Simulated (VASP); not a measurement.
# LiFeN (P-6m2) in VASP: notebook

LiFeN is run at these levels: PBE+U; tasks: single point.

Program: VASP 6.6.1. These are calculated values, not measurements. Logs are shortened: lines on timing, memory, paths and dates and some standing lists are left out, and cuts for length are marked.

### Step 1. The cell of the first run

It takes space group P-6m2 (No. 187, hexagonal). The conventional cell has a = 3.101 Å, b = 3.101 Å, c = 4.145 Å, α = 90.00°, β = 90.00°, γ = 120.00°. Fe (site symmetry -6m2) has 3 N at 1.79 Å within 2.4 Å. N (site symmetry -6m2) has 3 Fe at 1.79 Å and 2 Li at 2.07 Å within 2.4 Å. Within 2.8 Å of Li (site symmetry -6m2) lie 2 N at 2.07 Å and 6 Fe at 2.74 Å.

### Step 2. Single point, PBE+U, collinear spin, ferromagnetic start

Input file POSCAR:

```
LiFeN
1.0
    3.1006003459      0.0000000000      0.0000000000
   -1.5503001729      2.6851986665      0.0000000000
    0.0000000000      0.0000000000      4.1453390000
Fe N Li
1 1 1
Direct
    0.3333333333      0.6666666667      0.5000000000
    0.0000000000      0.0000000000      0.5000000000
    0.0000000000      0.0000000000      0.0000000000
```

Input file INCAR.step1:

```
SYSTEM = LiFeN
PREC = Accurate
ENCUT = 520
EDIFF = 1E-7
ISMEAR = -1
SIGMA = 0.05
LREAL = .False.
LASPH = .True.
NELM = 150
ALGO = Normal
ISIF = 2
LWAVE = .False.
LCHARG = .True.
ISPIN = 2
MAGMOM = 3 0 0
LMAXMIX = 4
LDAU = .True.
LDAUTYPE = 2
LDAUL = 2 -1 -1
LDAUU = 1 0 0
LDAUJ = 0 0 0
LDAUPRINT = 1
GGA = PE
NBANDS = 19
```

Input file KPOINTS.step1:

```
Automatic mesh
0
Gamma
  10 10 7
  0 0 0
```

Input file INCAR.step2:

```
SYSTEM = LiFeN
PREC = Accurate
ENCUT = 520
EDIFF = 1E-7
ISMEAR = -5
SIGMA = 0.05
LREAL = .False.
LASPH = .True.
NELM = 150
ALGO = Normal
ISIF = 2
LWAVE = .False.
LCHARG = .False.
ISPIN = 2
MAGMOM = 3 0 0
LORBIT = 10
LMAXMIX = 4
LDAU = .True.
LDAUTYPE = 2
LDAUL = 2 -1 -1
LDAUU = 1 0 0
LDAUJ = 0 0 0
LDAUPRINT = 1
GGA = PE
NBANDS = 19
NEDOS = 1001
ICHARG = 11
```

Input file KPOINTS.step2:

```
Automatic mesh
0
Gamma
  15 15 11
  0 0 0
```

Potentials or basis: VASP PAW PBE potentials, release 64 (Fe, N, Li_sv).

Launch:

```
$ cat potpaw_PBE.64/Fe/POTCAR potpaw_PBE.64/N/POTCAR potpaw_PBE.64/Li_sv/POTCAR > POTCAR
$ cp INCAR.step1 INCAR
$ cp KPOINTS.step1 KPOINTS
$ mpirun -np 1 vasp_std > vasp.out
$ cp INCAR.step2 INCAR
$ cp KPOINTS.step2 KPOINTS
$ mpirun -np 1 vasp_std > vasp.out
```

OUTCAR:

```text
SYSTEM = LiFeN
   PREC = Accurate
   ENCUT = 520
   EDIFF = 1E-7
   ISMEAR = -5
   LREAL = .False.
   LASPH = .True.
   NELM = 150
   ISIF = 2
   ISPIN = 2
   LORBIT = 10
   GGA = PE
   ICHARG = 11

 ion  position               nearest neighbor table
   1  0.333  0.667  0.500-   2 1.79   2 1.79   2 1.79   3 2.74   3 2.74   3 2.74   3 2.74   3 2.74
                             3 2.74
   2  0.000  0.000  0.500-   1 1.79   1 1.79   1 1.79   3 2.07   3 2.07
   3  0.000  0.000  0.000-   2 2.07   2 2.07   1 2.74   1 2.74   1 2.74   1 2.74   1 2.74   1 2.74

  LATTYP: Found a hexagonal cell.
 ALAT       =     3.1006003459
 C/A-ratio  =     1.3369472159

  Lattice vectors:

 A1 = (   3.1006003459,   0.0000000000,   0.0000000000)
 A2 = (  -1.5503001729,   2.6851986665,   0.0000000000)
 A3 = (   0.0000000000,   0.0000000000,   4.1453390000)

Analysis of symmetry for initial positions (statically):
=====================================================================
 Subroutine PRICEL returns:
 Original cell was already a primitive cell.

 Routine SETGRP: Setting up the symmetry group for a
 hexagonal supercell.

 Subroutine GETGRP returns: Found 12 space group operations
 (whereof 12 operations were pure point group operations)
 out of a pool of 24 trial point group operations.

The static configuration has the point symmetry D_3h.

Analysis of symmetry for dynamics (positions and initial velocities):
=====================================================================
 Subroutine PRICEL returns:
 Original cell was already a primitive cell.

 Routine SETGRP: Setting up the symmetry group for a
 hexagonal supercell.

 Subroutine GETGRP returns: Found 12 space group operations
 (whereof 12 operations were pure point group operations)
 out of a pool of 24 trial point group operations.

The dynamic configuration has the point symmetry D_3h.

Analysis of structural, dynamic, and magnetic symmetry:
=====================================================================
 Subroutine PRICEL returns:
 Original cell was already a primitive cell.

 Routine SETGRP: Setting up the symmetry group for a
 hexagonal supercell.

 Subroutine GETGRP returns: Found 12 space group operations
 (whereof 12 operations were pure point group operations)
 out of a pool of 24 trial point group operations.

The overall configuration has the point symmetry D_3h.

 Subroutine INISYM returns: Found 12 space group operations
 (whereof 12 operations are pure point group operations),
 and found     1 'primitive' translations

----------------------------------------------------------------------------------------

                                     Primitive cell

  volume of cell :      34.5130

  direct lattice vectors                    reciprocal lattice vectors
     3.100600346  0.000000000  0.000000000     0.322518186  0.186205962  0.000000000
    -1.550300173  2.685198666  0.000000000     0.000000000  0.372411923  0.000000000
     0.000000000  0.000000000  4.145339000     0.000000000  0.000000000  0.241234794

  length of vectors
     3.100600346  3.100600346  4.145339000     0.372411923  0.372411923  0.241234794

  position of ions in fractional coordinates (direct lattice)
     0.333333333  0.666666667  0.500000000
     0.000000000  0.000000000  0.500000000
     0.000000000  0.000000000  0.000000000

  ion indices of the primitive-cell ions
   primitive index   ion index
                 1           1
                 2           2
                 3           3

[... 76 lines left out ...]
   NSW    =      0    number of steps for IOM
   IBRION =     -1    ionic relax: 0-MD 1-quasi-New 2-CG
   NFREE  =      0    steps in history (QN), initial steepest desc. (CG)
   ISIF   =      2    stress and relaxation
   ISYM   =      2    0-nonsym 1-usesym 2-fastsym
   POTIM  = 0.5000    time-step for ionic-motion
   TEBEG  =    0.0;   TEEND  =   0.0 temperature during run
   PSTRESS=    0.0 pullay stress
   NELECT =      16.0000    total number of electrons
   NUPDOWN=      -1.0000    fix difference up-down
   EMIN   =  10.00;   EMAX   =-10.00  energy-range for DOS
   EFERMI =   0.00;   METHOD = LEGACY
   ISMEAR =    -5;   SIGMA  =   0.05  broadening in eV -4-tet -1-fermi 0-gaus
   EFERMI_NEDOS =   21; number of points for ismear=-14 and -15
   IALGO  =     38    algorithm
   IMIX   =      4    mixing-type and parameters
     AMIX     =   0.40;   BMIX     =  1.00
     AMIX_MAG =   1.60;   BMIX_MAG =  1.00
  volume/ion in A,a.u.               =      11.50        77.63
  Fermi-wavevector in a.u.,A,eV,Ry     =   1.267031  2.394342 21.842368  1.605369
  Thomas-Fermi vector in A             =   2.400201
   LORBIT       =     10    0 simple, 1 ext, 2 COOP (PROOUT), +10 PAW based schemes
 LDA+U is selected, type is set to LDAUTYPE =  2
   angular momentum for each species LDAUL =     2   -1   -1
   U (eV)           for each species LDAUU =   1.0  0.0  0.0
   J (eV)           for each species LDAUJ =   0.0  0.0  0.0
   GGA     = PE    functional components
   LHFCALC =     F    Hartree Fock is set to
   AEXX    =    0.0000 exact exchange contribution
   IVDW    =     0    specifies the selected vdW correction
   LEPSILON=     F    determine dielectric tensor
   LRPA    =     F    only Hartree local field effects (RPA)
 spin polarized calculation
 Fermi weights with tetrahedron method with Bloechl corrections
  energy-cutoff  :      520.00
  volume of cell :       34.51
 maximum number of plane-waves:       942
 NGX is ok and might be reduce to    24

atom =   1  type =  1  l = 2

 onsite density matrix

spin component  1

  0.6952  0.0000 -0.0000 -0.0000  0.0000
  0.0000  0.7452 -0.0000  0.0000  0.0000
 -0.0000 -0.0000  0.7743  0.0000 -0.0000
 -0.0000  0.0000  0.0000  0.7452  0.0000
  0.0000  0.0000 -0.0000  0.0000  0.6952

spin component  2

  0.4696 -0.0000 -0.0000 -0.0000  0.0000
 -0.0000  0.6382  0.0000  0.0000 -0.0000
 -0.0000  0.0000  0.7051 -0.0000 -0.0000
 -0.0000  0.0000 -0.0000  0.6382 -0.0000
  0.0000 -0.0000 -0.0000 -0.0000  0.4696

 occupancies and eigenvectors

  o =  0.4696  v =  0.0000  0.0000  0.0000  0.0000  0.0000  0.6130  0.0000  0.0000  0.0000 -0.7901      0.0000  0.0000  0.0000  0.0000  0.0000  0.0000  0.0000  0.0000  0.0000  0.0000
  o =  0.4696  v =  0.0000  0.0000  0.0000  0.0000  0.0000  0.7901 -0.0000  0.0000 -0.0000  0.6130      0.0000  0.0000  0.0000  0.0000  0.0000  0.0000  0.0000  0.0000  0.0000  0.0000
  o =  0.6382  v =  0.0000  0.0000  0.0000  0.0000  0.0000  0.0000 -0.8780  0.0000  0.4787 -0.0000      0.0000  0.0000  0.0000  0.0000  0.0000  0.0000  0.0000  0.0000  0.0000  0.0000
  o =  0.6382  v =  0.0000  0.0000  0.0000  0.0000  0.0000 -0.0000  0.4787 -0.0000  0.8780  0.0000      0.0000  0.0000  0.0000  0.0000  0.0000  0.0000  0.0000  0.0000  0.0000  0.0000
  o =  0.6952  v = -0.0963  0.0000  0.0000 -0.0000  0.9954  0.0000  0.0000  0.0000  0.0000  0.0000      0.0000  0.0000  0.0000  0.0000  0.0000  0.0000  0.0000  0.0000  0.0000  0.0000
  o =  0.6952  v =  0.9954  0.0000  0.0000 -0.0000  0.0963  0.0000  0.0000  0.0000  0.0000  0.0000      0.0000  0.0000  0.0000  0.0000  0.0000  0.0000  0.0000  0.0000  0.0000  0.0000
  o =  0.7051  v =  0.0000  0.0000  0.0000  0.0000  0.0000 -0.0000  0.0000  1.0000 -0.0000 -0.0000      0.0000  0.0000  0.0000  0.0000  0.0000  0.0000  0.0000  0.0000  0.0000  0.0000
  o =  0.7452  v = -0.0000 -0.8780 -0.0000  0.4787  0.0000  0.0000  0.0000  0.0000  0.0000  0.0000      0.0000  0.0000  0.0000  0.0000  0.0000  0.0000  0.0000  0.0000  0.0000  0.0000
  o =  0.7452  v = -0.0000 -0.4787 -0.0000 -0.8780  0.0000  0.0000  0.0000  0.0000  0.0000  0.0000      0.0000  0.0000  0.0000  0.0000  0.0000  0.0000  0.0000  0.0000  0.0000  0.0000
  o =  0.7743  v = -0.0000 -0.0000  1.0000  0.0000 -0.0000  0.0000  0.0000  0.0000  0.0000  0.0000      0.0000  0.0000  0.0000  0.0000  0.0000  0.0000  0.0000  0.0000  0.0000  0.0000

 number of electron      15.9999985 magnetization       0.7495547

 Free energy of the ion-electron system (eV)
  ---------------------------------------------------
  ext. energy  EPLUGINS =         0.00000000
  ---------------------------------------------------
  free energy    TOTEN  =       -17.83906051 eV

  energy without entropy =      -17.83906051  energy(sigma->0) =      -17.83906051

 E-fermi :   3.7950     XC(G=0): -10.2333

 val. band max:        3.8181383956   @ k =   0.3333   0.1333   0.4545
 cond. band min:       3.7599084646   @ k =   0.4667   0.0667   0.4545
 fundamental gap:     -0.0582299310
 Fermi energy:         3.7950030748

 spin component 1

 k-point     1 :       0.0000    0.0000    0.0000
  band No.  band energies     occupation
      1     -42.0278      1.00000
      2     -12.4424      1.00000
      3      -2.6454      1.00000
      4      -2.6454      1.00000
      5      -1.0596      1.00000
      6       0.9257      1.00000
[... 1049 lines left out ...]
     18      19.8716      0.00000
     19      23.5677      0.00000

 [... further k-points ...]

------------------------ aborting loop because EDIFF is reached ----------------------------------------

  FORCE on cell =-STRESS in cart. coord.  units (eV):
  Direction    XX          YY          ZZ          XY          YZ          ZX
  --------------------------------------------------------------------------------------
  -------------------------------------------------------------------------------------
  Total       -0.0367716     -0.0367716     -0.6794501     -0.0000000      0.0000000      0.0000000
  in kB       -1.7070306     -1.7070306    -31.5417574     -0.0000000      0.0000000      0.0000000
  external PRESSURE =     -11.6519395 kB  Pullay stress =       0.0000000 kB

 VOLUME and BASIS-vectors are now :
 -----------------------------------------------------------------------------
  energy-cutoff  :      520.00
  volume of cell :       34.51
      direct lattice vectors                 reciprocal lattice vectors
     3.100600346  0.000000000  0.000000000     0.322518186  0.186205962  0.000000000
    -1.550300173  2.685198666  0.000000000     0.000000000  0.372411923  0.000000000
     0.000000000  0.000000000  4.145339000     0.000000000  0.000000000  0.241234794

 POSITION                                       TOTAL-FORCE (eV/Angst)
 -----------------------------------------------------------------------------------
     -0.00000      1.79013      2.07267        -0.000000      0.000000      0.000000
      0.00000      0.00000      2.07267         0.000000     -0.000000      0.000000
      0.00000      0.00000      0.00000         0.000000     -0.000000      0.000000
 -----------------------------------------------------------------------------------
    total drift:                                0.001091     -0.000630      0.000000

  FREE ENERGIE OF THE ION-ELECTRON SYSTEM (eV)
  ---------------------------------------------------
  free  energy   TOTEN  =       -17.8390605094 eV

  energy  without entropy=      -17.8390605094  energy(sigma->0) =      -17.83906051

 total charge

# of ion       s       p       d       tot
------------------------------------------
    1        0.531   0.629   6.535   7.695
    2        1.271   2.446   0.000   3.717
    3        2.027   0.066   0.000   2.093
--------------------------------------------------
tot          3.829   3.141   6.535  13.504

 magnetization (x)

# of ion       s       p       d       tot
------------------------------------------
    1        0.012   0.017   0.681   0.711
    2        0.001  -0.031   0.000  -0.030
    3       -0.001  -0.002   0.000  -0.003
--------------------------------------------------
tot          0.013  -0.016   0.681   0.678
```

Run time: 3.5 min. Hardware: 1 thread of Oxide Virtual Turin-like, shared host; peak memory 0.25 GiB.

What came out:

* Net moment: 0.75 μB per cell
* Site moments: Fe +0.71; N -0.03; Li -0.00 μB
* Valence electrons inside the program's atomic spheres: Fe 7.70; N 3.72; Li 2.09

Levels at points of the mesh, in eV from the Fermi level:
Spin up:
| k point | band 6 | band 7 | band 8 | band 9 | band 10 | band 11 |
| --- | --- | --- | --- | --- | --- | --- |
| (0.00, 0.00, 0.00) | -2.87 | -1.22 | -1.22 | 2.07 | 3.47 | 3.47 |
Spin down:
```csv
k point,band 4,band 5,band 6,band 7,band 8,band 9,band 10,band 11,band 12,band 13
"(0.00, 0.00, 0.00)",-5.98,-4.84,-2.61,-0.44,-0.44,2.40,4.21,4.21,8.25,9.45
```

Eigenvalues of the final occupation matrices:
```csv
site,spin,trace,eigenvalues
site 1 d,1,3.66,0.70 0.70 0.75 0.75 0.77
site 1 d,2,2.92,0.47 0.47 0.64 0.64 0.71
```

Caveat: the cutoff is under 1.25 times the usual one of these potentials, so pressure, stress and relaxed cells hold a basis-set (Pulay) error; a cell with one magnetic atom can't hold antiferromagnetic order, which such compounds often take.

### Step 3. Single point, PBE+U, collinear spin, ferromagnetic start

POSCAR is that of step 2.

Input file INCAR.step1:

```
ALGO = Fast
EDIFF = 1E-7
ENCUT = 520
GGA = PE
ISIF = 2
ISMEAR = -1
ISPIN = 2
LASPH = T
LCHARG = T
LDAU = T
LDAUJ = 0 0 0
LDAUL = 2 -1 -1
LDAUPRINT = 1
LDAUTYPE = 2
LDAUU = 3 0 0
LMAXMIX = 4
LREAL = F
LWAVE = F
MAGMOM = 3 0 0
NBANDS = 19
NELM = 150
PREC = Accurate
SIGMA = 0.05
```

Input file KPOINTS.step1:

```
k-points
0
Gamma
  10 10 7
```

Input file INCAR.step2:

```
ALGO = Fast
EDIFF = 1E-7
ENCUT = 520
GGA = PE
ICHARG = 11
ISIF = 2
ISMEAR = -5
ISPIN = 2
LASPH = T
LCHARG = F
LDAU = T
LDAUJ = 0 0 0
LDAUL = 2 -1 -1
LDAUPRINT = 1
LDAUTYPE = 2
LDAUU = 3 0 0
LMAXMIX = 4
LORBIT = 11
LREAL = F
LWAVE = F
MAGMOM = 3 0 0
NBANDS = 19
NEDOS = 1001
NELM = 150
PREC = Accurate
SIGMA = 0.05
```

Input file KPOINTS.step2:

```
k-points
0
Gamma
  15 15 11
```

Potentials or basis: VASP PAW PBE potentials, release 64 (Fe, N, Li_sv).

Launch:

```
$ cat potpaw_PBE.64/Fe/POTCAR potpaw_PBE.64/N/POTCAR potpaw_PBE.64/Li_sv/POTCAR > POTCAR
$ cp INCAR.step1 INCAR
$ cp KPOINTS.step1 KPOINTS
$ mpirun -np 1 vasp_std > vasp.out
$ cp INCAR.step2 INCAR
$ cp KPOINTS.step2 KPOINTS
$ mpirun -np 1 vasp_std > vasp.out
```

Wall time 3.9 min (1 thread of Oxide Virtual Turin-like, shared host); peak memory 0.25 GiB.

The run converged. Its results:

* Net moment: 2.93 μB per cell
* Site moments: Fe +2.97; N +0.07; Li -0.01 μB
* Valence electrons inside the program's atomic spheres: Fe 7.62; N 3.79; Li 2.10

Levels at points of the mesh, in eV from the Fermi level:
Spin up:
```tsv
k point	band 7	band 8	band 9	band 10	band 11	band 12	band 13	band 14
(0.00, 0.00, 0.00)	-4.52	-4.51	0.93	2.28	2.28	7.84	8.79	12.89
```
Spin down:
| k point | band 3 | band 4 | band 5 | band 6 | band 7 | band 8 | band 9 | band 10 |
| --- | --- | --- | --- | --- | --- | --- | --- | --- |
| (0.00, 0.00, 0.00) | -5.62 | -5.62 | -4.74 | -3.47 | 1.43 | 1.43 | 1.68 | 4.83 |

Eigenvalues of the final occupation matrices:
| site | spin | trace | eigenvalues |
| --- | --- | --- | --- |
| site 1 d | 1 | 4.60 | 0.87 0.90 0.90 0.96 0.96 |
| site 1 d | 2 | 1.80 | 0.11 0.11 0.41 0.41 0.76 |

Caveat: the cutoff is under 1.25 times the usual one of these potentials, so pressure, stress and relaxed cells hold a basis-set (Pulay) error; a cell with one magnetic atom can't hold antiferromagnetic order, which such compounds often take. The state reached can hang on the start; a lower one may exist.
